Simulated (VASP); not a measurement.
**SnSO: vibrations by perturbation theory with LDA**

SnSO:

```
CELL_PARAMETERS angstrom
3.41222 0.00000 0.00000
-1.70611 2.95507 0.00000
0.00000 0.00000 10.09742
ATOMIC_POSITIONS crystal
Sn 0.33333 0.66667 0.60425
Sn 0.66667 0.33333 0.10425
S 0.66667 0.33333 0.75524
S 0.33333 0.66667 0.25524
O 0.00000 0.00000 0.01551
O 0.00000 0.00000 0.51551
```

```json
{
 "Program": "VASP 6.6.1",
 "Task": "vibrations by perturbation theory",
 "Functional": "LDA",
 "Potentials or basis": "VASP PAW LDA potentials, release 64 (Sn_d, S, O)",
 "Cutoff": "600 eV",
 "k mesh": "12 × 12 × 4",
 "Occupations": "fermi-dirac, width 0.15 eV",
 "Spin": "no spin polarisation",
 "Dipole correction": "no",
 "Further INCAR settings": "ALGO = Normal; EDIFF = 1e-08; IBRION = 8; NSW = 1"
}
```

| Item | Value |
| --- | --- |
| Highest phonon frequency at Γ, LO-TO splitting left out | 435 cm⁻¹ |

Phonon frequencies in cm⁻¹ (negative: imaginary):
```csv
q point,frequencies
"(0.000, 0.000, 0.000)",0 0 0 26 26 53 235 235 235 235 331 331 334 334 344 356 387 435
```

It took 17 min on 4 MPI ranks on AMD EPYC 9R45 96-Core Processor (Zen 5), with other jobs on the host, peak memory 2 GiB a rank.
